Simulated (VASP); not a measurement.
Write the native input for VASP 6.6.1 that does the following.

```
Task                   : electric field gradients
Functional             : PBE
Potentials or basis    : VASP PAW PBE potentials, release 64 (Be)
Cutoff                 : 520 eV
k mesh                 : 23 × 23 × 23
Occupations            : fermi-dirac, width 0.03 eV
Spin                   : no spin polarisation
Dipole correction      : no
Further INCAR settings : ALGO = Normal; EDIFF = 1e-08; NBANDS = 7
```

The structure of Be lies in POSCAR:

```
Be
1.0
   -1.2656521608      1.2531209513      1.2531209513
    1.2531209513     -1.2656521608      1.2531209513
    1.2531209513      1.2531209513     -1.2656521608
Be
1
Direct
    0.0000000000      0.0000000000      0.0000000000
```

This cell differs from its parent crystal: equal xy, yz and zx shear strains of -1 %.

The input as run:

INCAR

```
SYSTEM = Be
PREC     = Accurate       ! precision mode
ENCUT    = 520            ! plane-wave cutoff, eV
EDIFF    = 1E-8           ! SCF threshold, eV
ISMEAR   = -1             ! smearing method
SIGMA    = 0.03           ! smearing width, eV
LREAL    = .False.        ! projectors in reciprocal space
LASPH    = .True.         ! aspherical terms in the spheres
NELM     = 60             ! most SCF steps
ALGO     = Normal         ! electronic algorithm
ISIF     = 2              ! what is computed and relaxed
LWAVE    = .False.        ! write WAVECAR
LCHARG   = .False.        ! write CHGCAR
GGA      = PE             ! functional
LEFG     = .True.       
NBANDS   = 7              ! bands
```

KPOINTS

```
regular mesh
0
Gamma
  23 23 23
  0 0 0
```

Potentials or basis: VASP PAW PBE potentials, release 64 (Be).

Run with:

```console
$ cat potpaw_PBE.64/Be/POTCAR > POTCAR
$ mpirun -np 1 vasp_std > vasp.out
```

It gave:

```json
{"Pressure": "-0.7 GPa", "Band gap on the k mesh": "zero (band 1 reaches 11.44 eV, above the bottom of band 2 at 6.51 eV)"}
```

Caveat: the cell differs from its parent crystal (equal xy, yz and zx shear strains of -1 %); without QUAD_EFG the Cq values of the log hold for a quadrupole moment of 1 mb, not for the nuclei.

It took 20 s on 1 thread of Intel Xeon 6975P-C, with other jobs on the host, peak memory 0.16 GiB.
